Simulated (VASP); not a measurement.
Wanted: the native input for a VASP 6.6.1 run.

| Property | Result |
| --- | --- |
| Task | single point |
| Functional | PBE |
| Potentials or basis | VASP PAW PBE potentials, release 64 (Ru_pv) |
| Cutoff | 520 eV |
| k mesh | 24 × 24 × 12 |
| Occupations | gaussian, width 0.15 eV |
| Spin | no spin polarisation |
| Dipole correction | no |
| Further INCAR settings | ALGO = Fast; EDIFF = 1e-06; NBANDS = 21 |

The structure of Ru lies in POSCAR:

```
Ru
1.0
    2.8564235852      0.0000000000      0.0000000000
   -1.4282117926      2.4737353888      0.0000000000
    0.0000000000      0.0000000000      3.8422221469
Ru
2
Direct
    0.3333333333      0.6666666667      0.2500000000
    0.6666666667      0.3333333333      0.7500000000
```

This cell differs from its parent crystal: ratio of the length along z to the lengths across it x 0.85, volume and fractional coordinates fixed.

The input as run:

INCAR

```
SYSTEM = Ru
PREC = Accurate ; ENCUT = 520
EDIFF = 1E-6 ; ISMEAR = 0
SIGMA = 0.15 ; LREAL = .FALSE.
LASPH = .TRUE. ; NELM = 60
ALGO = Fast ; ISIF = 2
LWAVE = .FALSE. ; LCHARG = .FALSE.
GGA = PE ; NBANDS = 21
```

KPOINTS

```
regular mesh
0
G
  24 24 12
  0 0 0
```

Potentials or basis: VASP PAW PBE potentials, release 64 (Ru_pv).

Run with:

```console
$ cat potpaw_PBE.64/Ru_pv/POTCAR > POTCAR
$ mpirun -np 1 vasp_std > vasp.out
```

It gave:

```json
{
  "Pressure": "15.2 GPa",
  "Band gap on the k mesh": "zero (band 14 reaches 14.32 eV, above the bottom of band 15 at 11.68 eV)"
}
```

Wall time 2.4 min on 1 thread of AMD EPYC 9R45 96-Core Processor (Zen 5), on a shared host, peak memory 0.26 GiB.
